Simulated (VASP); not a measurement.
# Sr (Pm-3m) in VASP: a series of runs, part 2 of 2

VASP 6.6.1. The steps go on from the part before.

## 4. Single point, RPBE (volume scaled by 1.12)

The input, INCAR:

```
SYSTEM = Sr
ALGO = Normal
EDIFF = 1E-6
ENCUT = 520
GGA = RP
ISIF = 2
ISMEAR = -1
LASPH = .True.
LCHARG = .False.
LREAL = .False.
LWAVE = .False.
NBANDS = 11
NELM = 100
PREC = Accurate
SIGMA = 0.1
```

The input, KPOINTS:

```
k-points
0
Gamma
  9 9 9
  0 0 0
```

The input, POSCAR:

```
Sr
1.0
    4.1200837623      0.0000000000      0.0000000000
    0.0000000000      4.1200837623      0.0000000000
    0.0000000000      0.0000000000      4.1200837623
Sr
1
Direct
    0.0000000000      0.0000000000      0.0000000000
```

Potentials or basis: VASP PAW PBE potentials, release 64 (Sr_sv).

On the command line:

```
$ cat potpaw_PBE.64/Sr_sv/POTCAR > POTCAR
$ mpirun -np 1 vasp_std > vasp.out
```

OUTCAR:

```text
SYSTEM = Sr
   EDIFF = 1E-6
   ENCUT = 520
   GGA = RP
   ISIF = 2
   ISMEAR = -1
   LASPH = .True.
   LREAL = .False.
   NELM = 100
   PREC = Accurate

 ion  position               nearest neighbor table
   1  0.000  0.000  0.000-

  LATTYP: Found a simple cubic cell.
 ALAT       =     4.1200837623

  Lattice vectors:

 A1 = (   4.1200837623,   0.0000000000,   0.0000000000)
 A2 = (   0.0000000000,   4.1200837623,   0.0000000000)
 A3 = (   0.0000000000,   0.0000000000,   4.1200837623)

Analysis of symmetry for initial positions (statically):
=====================================================================
 Subroutine PRICEL returns:
 Original cell was already a primitive cell.

 Routine SETGRP: Setting up the symmetry group for a
 simple cubic supercell.

 Subroutine GETGRP returns: Found 48 space group operations
 (whereof 48 operations were pure point group operations)
 out of a pool of 48 trial point group operations.

The static configuration has the point symmetry O_h .

Analysis of symmetry for dynamics (positions and initial velocities):
=====================================================================
 Subroutine PRICEL returns:
 Original cell was already a primitive cell.

 Routine SETGRP: Setting up the symmetry group for a
 simple cubic supercell.

 Subroutine GETGRP returns: Found 48 space group operations
 (whereof 48 operations were pure point group operations)
 out of a pool of 48 trial point group operations.

The dynamic configuration has the point symmetry O_h .

 Subroutine INISYM returns: Found 48 space group operations
 (whereof 48 operations are pure point group operations),
 and found     1 'primitive' translations

[... 114 lines left out ...]
  Fermi-wavevector in a.u.,A,eV,Ry     =   0.856056  1.617711  9.970780  0.732832
  Thomas-Fermi vector in A             =   1.972899
   LORBIT       =      0    0 simple, 1 ext, 2 COOP (PROOUT), +10 PAW based schemes
   GGA     = RP    functional components
   LHFCALC =     F    Hartree Fock is set to
   AEXX    =    0.0000 exact exchange contribution
   IVDW    =     0    specifies the selected vdW correction
   LEPSILON=     F    determine dielectric tensor
   LRPA    =     F    only Hartree local field effects (RPA)
 non-spin polarized calculation
  energy-cutoff  :      520.00
  volume of cell :       69.94
 maximum number of plane-waves:      1896
 NGX is ok and might be reduce to    32
   NGX = 15   NGY = 15   NGZ = 15

 number of electron      10.0000000 magnetization

 Free energy of the ion-electron system (eV)
  ---------------------------------------------------
  ext. energy  EPLUGINS =         0.00000000
  ---------------------------------------------------
  free energy    TOTEN  =        -1.08112920 eV

  energy without entropy =       -1.02760426  energy(sigma->0) =       -1.05436673

 E-fermi :   0.8201     XC(G=0):  -6.5431

 val. band max:        0.7846538081   @ k =   0.4444   0.2222   0.0000
 cond. band min:       0.8596068050   @ k =   0.4444   0.2222   0.1111
 fundamental gap:      0.0749529968
 Fermi energy:         0.8201261027

 k-point     1 :       0.0000    0.0000    0.0000
  band No.  band energies     occupation
      1     -36.4045      2.00000
      2     -18.3008      2.00000
      3     -18.3008      2.00000
      4     -18.3008      2.00000
      5      -2.3106      2.00000
      6       1.6098      0.00074
      7       1.6098      0.00074
      8       5.0252      0.00000
      9       5.0252      0.00000
     10       5.0252      0.00000
     11       7.1164      0.00000
[... 309 lines left out ...]
 k-point    24 :       0.4444    0.3333    0.1111
  band No.  band energies     occupation
      1     -36.3915      2.00000
      2     -18.4207      2.00000
      3     -18.3884      2.00000
      4     -18.2968      2.00000
      5       0.4647      1.94439
      6       1.0994      0.11540
      7       2.4276      0.00000
      8       2.7200      0.00000
      9       3.9073      0.00000
     10       4.0029      0.00000
     11       6.0300      0.00000

 [... further k-points ...]

------------------------ aborting loop because EDIFF is reached ----------------------------------------

  FORCE on cell =-STRESS in cart. coord.  units (eV):
  Direction    XX          YY          ZZ          XY          YZ          ZX
  --------------------------------------------------------------------------------------
  -------------------------------------------------------------------------------------
  Total       -0.2565525     -0.2565525     -0.2565525      0.0000000      0.0000000     -0.0000000
  in kB       -5.8771771     -5.8771771     -5.8771771      0.0000000      0.0000000     -0.0000000
  external PRESSURE =      -5.8771771 kB  Pullay stress =       0.0000000 kB

 VOLUME and BASIS-vectors are now :
 -----------------------------------------------------------------------------
  energy-cutoff  :      520.00
  volume of cell :       69.94
      direct lattice vectors                 reciprocal lattice vectors
     4.120083762  0.000000000  0.000000000     0.242713512  0.000000000  0.000000000
     0.000000000  4.120083762  0.000000000     0.000000000  0.242713512  0.000000000
     0.000000000  0.000000000  4.120083762     0.000000000  0.000000000  0.242713512

 POSITION                                       TOTAL-FORCE (eV/Angst)
 -----------------------------------------------------------------------------------
      0.00000      0.00000      0.00000         0.000000      0.000000      0.000000
 -----------------------------------------------------------------------------------
    total drift:                                0.000000     -0.000000      0.000000

  FREE ENERGIE OF THE ION-ELECTRON SYSTEM (eV)
  ---------------------------------------------------
  free  energy   TOTEN  =        -1.0811291962 eV

  energy  without entropy=       -1.0276042582  energy(sigma->0) =       -1.05436673
```

It took 6.4 s on 1 thread of Intel Xeon 6975P-C (Granite Rapids), shared host; peak memory 0.18 GiB.

What came out:

* Free energy: -1.0811 eV
* Pressure: -0.6 GPa
* Band gap on the k mesh: zero (band 5 reaches 1.38 eV, above the bottom of band 6 at 0.65 eV)

Levels at points of the mesh, in eV from the Fermi level:
```
           k point  band 2  band 3  band 4  band 5  band 6  band 7  band 8  band 9
(0.00, 0.00, 0.00)  -19.12  -19.12  -19.12   -3.13    0.79    0.79    4.21    4.21
```

Caveat: the PAW data sets were made with another functional, which shifts forces and pressure a little.

## 5. The runs side by side

| cell | gap on the mesh (eV) | pressure (GPa) |
| --- | --- | --- |
| a = 4.020 Å, 1 atom | none | -0.2 |
| a = 4.070 Å, 1 atom | none | -0.4 |
| a = 4.120 Å, 1 atom | none | -0.6 |

Alike in all rows: task single point; level RPBE; potentials or basis VASP PAW PBE potentials, release 64 (Sr_sv); no spin polarisation; k mesh 9 × 9 × 9; cutoff (eV) 520; smearing fermi-dirac 0.1 eV.

Caveats: the PAW data sets were made with another functional, which shifts forces and pressure a little.

Absolute energies hang on the potentials; compare differences alone.
